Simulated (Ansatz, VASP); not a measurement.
## Two plane-wave programs on NiO

```
CELL_PARAMETERS angstrom
0.00000 2.09131 2.09131
4.18262 2.09131 2.09131
4.18262 4.18262 0.00000
ATOMIC_POSITIONS crystal
Ni 0.00000 0.00000 0.00000
Ni 0.00000 0.00000 0.50000
O 0.50000 0.50000 0.00000
O 0.50000 0.50000 0.50000
```

Alike in both runs: task single point; functional PBE; k mesh 8 × 8 × 8; occupations gaussian, width 0.05 eV; collinear spin; Hubbard terms Ni d U = 7.0 eV, J = 0.9 eV.

|  | VASP | Ansatz |
| --- | --- | --- |
| version | VASP 6.6.1 | Ansatz 0.2.0 |
| potentials or method | VASP PAW PBE potentials, release 64 (Ni, O), cutoff 520 eV | scalar-relativistic, plane waves, PAW |
| valence electrons in the cell | 32 | 48 |

VASP gave:

* gap on the k mesh at the Fermi level (eV): 2.88
* least direct gap on the mesh (eV): 3.75
* pressure (GPa): 2.3
* net moment per atom (μB): 0.00
* size of the moment on the site where the two differ most (μB): 1.85

**Question.** Estimate Ansatz's values.

**Answer.** gap on the k mesh at the Fermi level (eV): 2.36; least direct gap on the mesh (eV): 3.35; pressure (GPa): 13.5; net moment per atom (μB): 0.00; size of the moment on the site where the two differ most (μB): 1.74.

Site moments also hang on the region over which each program counts them. The programs project onto different local orbitals, so the same U acts differently, and such runs can settle in different states. VASP's potentials hold 32 valence electrons a cell and Ansatz's 48, so a difference there can come from the potentials and not from the codes.
